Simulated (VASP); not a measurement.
# SnO2 (Cm) in VASP: notebook

The runs below take SnO2 through single point, with PBE+D3(BJ).

Everything below comes from runs of VASP 6.6.1. Logs are shortened: lines on timing, memory, paths and dates and some standing lists are left out, and cuts for length are marked.

## (1) The cell of the first run

The structure is monoclinic, space group Cm (No. 8). The conventional cell has a = 5.607 Å, b = 3.237 Å, c = 4.680 Å, α = 90.00°, β = 113.54°, γ = 90.00°. Sn (site symmetry m) has 6 O at 1.94 to 2.21 Å within 2.6 Å. Within 2.9 Å of O (site symmetry m) lie 3 Sn at 2.09 to 2.17 Å and 4 O at 2.68 to 2.89 Å. Within 2.7 Å of O (site symmetry m) lie 3 Sn at 1.94 to 2.21 Å and 2 O at 2.68 Å.

## (2) Single point, PBE+D3(BJ) (atoms displaced along several vibrational modes)

INCAR

```
SYSTEM = SnO2
PREC = Accurate ; ENCUT = 520
EDIFF = 1E-7 ; ISMEAR = 0
SIGMA = 0.05 ; LREAL = .FALSE.
LASPH = .TRUE. ; NELM = 60
ALGO = Normal ; ISIF = 2
LWAVE = .FALSE. ; LCHARG = .TRUE.
GGA = PE ; IVDW = 12
LELF = .TRUE. ; LVHAR = .TRUE.
NBANDS = 64
```

KPOINTS

```
regular mesh
0
G
  6 6 6
  0 0 0
```

POSCAR

```
SnO2
1.0
    3.2373377712      1.8690778337      4.2908446647
   -3.2373377712      1.8690778337      4.2908446647
    0.0000000000     -3.7381556673      4.2908446647
Sn O
4 8
Direct
    0.8599586148      0.8671890797      0.8671890793
    0.3600042977      0.3671807217      0.8671923891
    0.3600042977      0.8671923894      0.3671807214
    0.8599738797      0.3671902865      0.3671902861
    0.1266759311      0.6183846748      0.6183846870
    0.6267092933      0.1184500948      0.6184071187
    0.6267092933      0.6184071064      0.1184501070
    0.6384676375      0.5933722053      0.5933721956
    0.1266924845      0.1184340808      0.1184340930
    0.1385313895      0.0933023075      0.5933461208
    0.1385313895      0.5933461305      0.0933022978
    0.6384971292      0.0933420994      0.0933420897
```

Potentials or basis: VASP PAW PBE potentials, release 64 (Sn_d, O).

Command:

```
> cat potpaw_PBE.64/Sn_d/POTCAR potpaw_PBE.64/O/POTCAR > POTCAR
> mpirun -np 1 vasp_std > vasp.out
```

OUTCAR:

```text
SYSTEM = SnO2
   PREC = Accurate
   ENCUT = 520
   EDIFF = 1E-7
   ISMEAR = 0
   LREAL = .FALSE.
   LASPH = .TRUE.
   NELM = 60
   ISIF = 2
   GGA = PE
   IVDW = 12
 IVDW          = 12

 ion  position               nearest neighbor table
   1  0.860  0.867  0.867-  12 1.94   6 2.09   7 2.09   5 2.17  11 2.21  10 2.21   2 3.24   3 3.24
                             4 3.24   4 3.24   3 3.24   2 3.24
   2  0.360  0.367  0.867-  11 1.94   9 2.09   5 2.09   6 2.17  12 2.21   8 2.21   1 3.24   4 3.24
                             3 3.24   3 3.24   4 3.24   1 3.24
   3  0.360  0.867  0.367-  10 1.94   9 2.09   5 2.09   7 2.17  12 2.21   8 2.21   1 3.24   4 3.24
                             2 3.24   2 3.24   4 3.24   1 3.24
   4  0.860  0.367  0.367-   8 1.94   7 2.09   6 2.09   9 2.17  10 2.21  11 2.21   3 3.24   2 3.24
                             1 3.24   1 3.24   2 3.24   3 3.24
   5  0.127  0.618  0.618-   2 2.09   3 2.09   1 2.17
   6  0.627  0.118  0.618-   4 2.09   1 2.09   2 2.17
   7  0.627  0.618  0.118-   4 2.09   1 2.09   3 2.17
   8  0.638  0.593  0.593-   4 1.94   3 2.21   2 2.21
   9  0.127  0.118  0.118-   3 2.09   2 2.09   4 2.17
  10  0.139  0.093  0.593-   3 1.94   1 2.21   4 2.21
  11  0.139  0.593  0.093-   2 1.94   1 2.21   4 2.21
  12  0.638  0.093  0.093-   1 1.94   2 2.21   3 2.21

  LATTYP: Found a trigonal (rhomboedric) cell.
 ALAT       =     5.6907957027
 COS(alpha) =     0.3527679204

  Lattice vectors:

 A1 = (   3.2373377712,   1.8690778337,   4.2908446647)
 A2 = (  -3.2373377712,   1.8690778337,   4.2908446647)
 A3 = (   0.0000000000,  -3.7381556673,   4.2908446647)

Analysis of symmetry for initial positions (statically):
=====================================================================
 Subroutine PRICEL returns:
 Original cell was already a primitive cell.

 Routine SETGRP: Setting up the symmetry group for a
 trigonal (rhombohedral) supercell.

 Subroutine GETGRP returns: Found  2 space group operations
 (whereof  2 operations were pure point group operations)
 out of a pool of 12 trial point group operations.

The static configuration has the point symmetry C_1h.

Analysis of symmetry for dynamics (positions and initial velocities):
=====================================================================
 Subroutine PRICEL returns:
 Original cell was already a primitive cell.

 Routine SETGRP: Setting up the symmetry group for a
 trigonal (rhombohedral) supercell.

 Subroutine GETGRP returns: Found  2 space group operations
 (whereof  2 operations were pure point group operations)
 out of a pool of 12 trial point group operations.

The dynamic configuration has the point symmetry C_1h.

 Subroutine INISYM returns: Found  2 space group operations
 (whereof  2 operations are pure point group operations),
 and found     1 'primitive' translations

----------------------------------------------------------------------------------------

                                     Primitive cell

  volume of cell :     155.7792

  direct lattice vectors                    reciprocal lattice vectors
     3.237337771  1.869077834  4.290844665     0.154447894  0.089170533  0.077684782
    -3.237337771  1.869077834  4.290844665    -0.154447894  0.089170533  0.077684782
     0.000000000 -3.738155667  4.290844665     0.000000000 -0.178341066  0.077684782

  length of vectors
     5.690795703  5.690795703  5.690795703     0.194526248  0.194526248  0.194526248

  position of ions in fractional coordinates (direct lattice)
     0.859958615  0.867189080  0.867189079
     0.360004298  0.367180722  0.867192389
     0.360004298  0.867192389  0.367180721
     0.859973880  0.367190286  0.367190286
     0.126675931  0.618384675  0.618384687
     0.626709293  0.118450095  0.618407119
     0.626709293  0.618407106  0.118450107
     0.638467637  0.593372205  0.593372196
     0.126692484  0.118434081  0.118434093
     0.138531390  0.093302307  0.593346121
     0.138531390  0.593346131  0.093302298
     0.638497129  0.093342099  0.093342090

  ion indices of the primitive-cell ions
   primitive index   ion index
                 1           1
                 2           2
                 3           3
                 4           4
                 5           5
                 6           6
                 7           7
                 8           8
                 9           9
                10          10
                11          11
                12          12

----------------------------------------------------------------------------------------

 KPOINTS: regular mesh

Automatic generation of k-mesh.
 Grid dimensions read from file:
 generate k-points for:    6    6    6

 Generating k-lattice:

  Cartesian coordinates                     Fractional coordinates (reciprocal lattice)
     0.025741316  0.014861756  0.012947464     0.166666667  0.000000000  0.000000000
    -0.025741316  0.014861756  0.012947464     0.000000000  0.166666667  0.000000000
     0.000000000 -0.029723511  0.012947464     0.000000000  0.000000000  0.166666667

  Length of vectors
     0.032421041  0.032421041  0.032421041

  Shift w.r.t. Gamma in fractional coordinates (k-lattice)
     0.000000000  0.000000000  0.000000000

 Subroutine IBZKPT returns following result:
 ===========================================

 Found     68 irreducible k-points:

 Following reciprocal coordinates:
            Coordinates               Weight
  0.000000  0.000000  0.000000      1.000000
  0.166667 -0.000000  0.000000      2.000000
 -0.000000  0.166667  0.000000      4.000000
  0.333333  0.000000  0.000000      2.000000
  0.000000  0.333333  0.000000      4.000000
  0.500000  0.000000 -0.000000      1.000000
[... 16 lines left out ...]
  0.500000  0.333333  0.000000      4.000000
  0.000000  0.500000  0.333333      4.000000
 [... further k-points ...]
   k-points           NKPTS =     68   k-points in BZ     NKDIM =     68   number of bands    NBANDS=     64
   number of dos      NEDOS =    301   number of ions     NIONS =     12
   total plane-waves  NPLWV =  74088
   dimension x,y,z NGX =    42 NGY =   42 NGZ =   42
   dimension x,y,z NGXF=    84 NGYF=   84 NGZF=   84
   ions per type =               4   8
   NGX,Y,Z   is equivalent  to a cutoff of  12.27, 12.27, 12.27 a.u.
   NGXF,Y,Z  is equivalent  to a cutoff of  24.54, 24.54, 24.54 a.u.
 SYSTEM =  SnO2
   PREC   = accura    normal or accurate (medium, high low for compatibility)
   ISTART =      0    job   : 0-new  1-cont  2-samecut
   ICHARG =      2    charge: 1-file 2-atom 10-const
   ISPIN  =      1    spin polarized calculation?
   LNONCOLLINEAR =      F non collinear calculations
   LSORBIT =      F    spin-orbit coupling
   LASPH  =      T    aspherical Exc in radial PAW
   ENCUT  =  520.0 eV  38.22 Ry    6.18 a.u.  10.58 10.58 10.58*2*pi/ulx,y,z
   NELM   =     60;   NELMIN=  2; NELMDL= -5     # of ELM steps
   EDIFF  = 0.1E-06   stopping-criterion for ELM
   LREAL  =      F    real-space projection
   EDIFFG = 0.1E-05   stopping-criterion for IOM
   NSW    =      0    number of steps for IOM
   IBRION =     -1    ionic relax: 0-MD 1-quasi-New 2-CG
   NFREE  =      0    steps in history (QN), initial steepest desc. (CG)
   ISIF   =      2    stress and relaxation
   ISYM   =      2    0-nonsym 1-usesym 2-fastsym
   POTIM  = 0.5000    time-step for ionic-motion
   TEBEG  =    0.0;   TEEND  =   0.0 temperature during run
   PSTRESS=    0.0 pullay stress
   NELECT =     104.0000    total number of electrons
   NUPDOWN=      -1.0000    fix difference up-down
   EMIN   =  10.00;   EMAX   =-10.00  energy-range for DOS
   EFERMI =   0.00;   METHOD = LEGACY
   ISMEAR =     0;   SIGMA  =   0.05  broadening in eV -4-tet -1-fermi 0-gaus
   EFERMI_NEDOS =   21; number of points for ismear=-14 and -15
   IALGO  =     38    algorithm
   IMIX   =      4    mixing-type and parameters
     AMIX     =   0.40;   BMIX     =  1.00
     AMIX_MAG =   1.60;   BMIX_MAG =  1.00
  volume/ion in A,a.u.               =      12.98        87.60
  Fermi-wavevector in a.u.,A,eV,Ry     =   1.430813  2.703844 27.854188  2.047225
  Thomas-Fermi vector in A             =   2.550617
   LORBIT       =      0    0 simple, 1 ext, 2 COOP (PROOUT), +10 PAW based schemes
   GGA     = PE    functional components
   LHFCALC =     F    Hartree Fock is set to
   AEXX    =    0.0000 exact exchange contribution
   IVDW    =    12    specifies the selected vdW correction
   LEPSILON=     F    determine dielectric tensor
   LRPA    =     F    only Hartree local field effects (RPA)
 non-spin polarized calculation
 Gauss-broadening in eV      SIGMA  =   0.05
  energy-cutoff  :      520.00
  volume of cell :      155.78
 maximum number of plane-waves:      4212
   NGX = 21   NGY = 21   NGZ = 21

 number of electron     103.9999954 magnetization

 Free energy of the ion-electron system (eV)
  ---------------------------------------------------
  ext. energy  EPLUGINS =         0.00000000
  ---------------------------------------------------
  free energy    TOTEN  =       -71.81066690 eV

  energy without entropy =      -71.81066690  energy(sigma->0) =      -71.81066690

 E-fermi :   5.1026     XC(G=0): -10.7253

 val. band max:        4.8701046983   @ k =   0.0000   0.0000   0.0000
 cond. band min:       6.3938533719   @ k =   0.0000   0.0000   0.0000
 fundamental gap:      1.5237486736
 Fermi energy:         5.1025730527

 k-point     1 :       0.0000    0.0000    0.0000
  band No.  band energies     occupation
      1     -16.0371      2.00000
      2     -15.9887      2.00000
      3     -15.9880      2.00000
      4     -15.4526      2.00000
      5     -15.2394      2.00000
      6     -15.1469      2.00000
[... 1597 lines left out ...]
     63      14.3866      0.00000
     64      14.5914      0.00000

 [... further k-points ...]

------------------------ aborting loop because EDIFF is reached ----------------------------------------

 Edisp (eV)   -2.41306

 E8    (eV) :    -0.9595

  FORCE on cell =-STRESS in cart. coord.  units (eV):
  Direction    XX          YY          ZZ          XY          YZ          ZX
  --------------------------------------------------------------------------------------
  -------------------------------------------------------------------------------------
  Total       4.80266     2.67677     3.12540     1.84108    -4.08489    -7.07524
  in kB      49.39504    27.53040    32.14447    18.93533   -42.01280   -72.76833
  external pressure =       36.36 kB  Pullay stress =        0.00 kB

 VOLUME and BASIS-vectors are now :
 -----------------------------------------------------------------------------
  energy-cutoff  :      520.00
  volume of cell :      155.78
      direct lattice vectors                 reciprocal lattice vectors
     3.237337771  1.869077834  4.290844665     0.154447894  0.089170533  0.077684782
    -3.237337771  1.869077834  4.290844665    -0.154447894  0.089170533  0.077684782
     0.000000000 -3.738155667  4.290844665     0.000000000 -0.178341066  0.077684782

 POSITION                                       TOTAL-FORCE (eV/Angst)
 -----------------------------------------------------------------------------------
     -0.02341     -0.01351     11.13190         2.152009      1.242463     -0.572649
     -0.02323     -1.88253      6.84123         2.142183      1.240838     -0.575098
     -1.64194      0.92115      6.84123         2.145689      1.234766     -0.575098
      1.59531      0.92105      6.84113         2.146201      1.239109     -0.566912
     -1.59183     -0.91904      5.85033        -0.091385     -0.052761     -0.114883
      1.64541     -0.91894      5.85085        -0.091108     -0.054317     -0.119880
      0.02688      1.88443      5.85085        -0.092593     -0.051743     -0.119880
      0.14599      0.08429      7.83170        -2.050335     -1.183762      0.688769
      0.02674      0.01544      1.55998        -0.090811     -0.052430     -0.119140
      0.14642     -1.78470      3.54072        -2.057908     -1.187802      0.691763
     -1.47239      1.01916      3.54072        -2.057621     -1.188299      0.691763
      1.76485      1.01894      3.54072        -2.054320     -1.186062      0.691244
 -----------------------------------------------------------------------------------
    total drift:                                0.001952      0.001155     -0.001108

  FREE ENERGIE OF THE ION-ELECTRON SYSTEM (eV)
  ---------------------------------------------------
  free  energy   TOTEN  =       -74.2237234551 eV

  energy  without entropy=      -74.2237234551  energy(sigma->0) =      -74.22372346
```

Wall time 11 min (1 thread of Intel Xeon Platinum 8488C (Sapphire Rapids), shared host); peak memory 0.57 GiB.

What came out:

```yaml
Free_energy: -74.2237 eV
Pressure: 3.6 GPa
Largest_force: 2.550 eV/Å
Band_gap_on_the_k_mesh: 1.52 eV
Dispersion_energy_per_atom: -0.201 eV
```

Forces on the atoms (eV/Å):
```
Sn   2.152  1.242 -0.573
Sn   2.142  1.241 -0.575
Sn   2.146  1.235 -0.575
Sn   2.146  1.239 -0.567
O   -0.091 -0.053 -0.115
O   -0.091 -0.054 -0.120
O   -0.093 -0.052 -0.120
O   -2.050 -1.184  0.689
O   -0.091 -0.052 -0.119
O   -2.058 -1.188  0.692
O   -2.058 -1.188  0.692
O   -2.054 -1.186  0.691
```

Stress tensor (GPa, compression positive):
```
 4.94  1.89 -7.28
 1.89  2.75 -4.20
-7.28 -4.20  3.21
```

Caveat: the cell differs from its parent crystal (atoms displaced along several vibrational modes); the cell stands under pressure; spin-orbit coupling is left out, which moves the levels of the heavy elements; forces of over 1 eV/Å act on the atoms, so gaps and moduli don't describe the material at rest.

[end of part 1 of 3]
